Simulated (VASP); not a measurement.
Input of a VASP 6.6.1 run:

Contents of INCAR:

```
  AGGAC = 1.0
  AGGAX = 1.0
  ALDAC = 0.0
  ALDAX = 1.0
  ALGO = Normal
  EDIFF = 1E-6
  ENCUT = 520
  GGA = B5
  ISIF = 2
  ISMEAR = -1
  LASPH = True
  LCHARG = False
  LREAL = False
  LWAVE = False
  NBANDS = 26
  NELM = 60
  PREC = Accurate
  SIGMA = 0.05
```

File KPOINTS:

```
k-points
0
Gamma
  9 9 5
```

POSCAR

```
ZnO
1.0
    3.2493080000      0.0000000000      0.0000000000
   -1.6246540000      2.8139832727      0.0000000000
    0.0000000000      0.0000000000      5.2057090000
Zn O
2 2
Direct
    0.6666666667      0.3333333333      0.0000000000
    0.3333333333      0.6666666667      0.5000000000
    0.3333333333      0.6666666667      0.8790100000
    0.6666666667      0.3333333333      0.3790100000
```

Potentials or basis: VASP PAW PBE potentials, release 64 (Zn, O).

Launch:

```bash
$ cat potpaw_PBE.64/Zn/POTCAR potpaw_PBE.64/O/POTCAR > POTCAR
$ mpirun -np 1 vasp_std > vasp.out
```

Q: Estimate the largest force.

A: 0.074 eV/Å.

Q: What does it give for the band gap on the k mesh?

A: 0.96 eV, direct.

Q: Estimate the pressure.

A: 10.4 GPa.

Forces on the atoms (eV/Å):
```
Zn   0.000  0.000 -0.074
Zn   0.000  0.000 -0.074
O    0.000  0.000  0.074
O    0.000  0.000  0.074
```

Caveat: the PAW data sets were made with another functional, which shifts forces and pressure a little. As with any semilocal functional, this BLYP gap is likely too small.
